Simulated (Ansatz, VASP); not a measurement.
# Cd4InO in VASP and in Ansatz

```
CELL_PARAMETERS angstrom
0.00000 4.54548 4.54548
4.54548 0.00000 4.54548
4.54548 4.54548 0.00000
ATOMIC_POSITIONS crystal
Cd 0.36190 0.36190 0.91430
Cd 0.36190 0.91430 0.36190
Cd 0.91430 0.36190 0.36190
Cd 0.36190 0.36190 0.36190
In 0.00000 0.00000 0.00000
O 0.50000 0.50000 0.50000
```

Change from the starting cell: species swapped into the CsBH4 type (F-43m, No. 216).

Alike in both runs: functional PBE; k mesh 8 × 8 × 8; occupations gaussian, width 0.1 eV; no spin polarisation.

Ansatz relaxed the structure, and its values are those at the end. VASP's run is a single point on that final structure, the one shown.

```csv
,VASP,Ansatz
version,VASP 6.6.1,Ansatz 0.2.0
potentials or method,"VASP PAW PBE potentials, release 64 (Cd, In_d, O), cutoff 520 eV","scalar-relativistic, plane waves, PAW"
valence electrons in the cell,67,99
```

VASP gave:

```
gap on the k mesh at the Fermi level (eV) : none
pressure (GPa)                            : 0.3
rms of the force components (eV/Å)        : 0.030
```

Task: Estimate Ansatz's values.

Result: gap on the k mesh at the Fermi level (eV): none; pressure (GPa): 0.0; rms of the force components (eV/Å): 0.001.

A gap of «none» marks a metal or a gap that the smearing closes. With one functional, cell and mesh, what is left measures potentials, basis and numerics. VASP's potentials hold 67 valence electrons a cell and Ansatz's 99, so a difference there can come from the potentials and not from the codes.
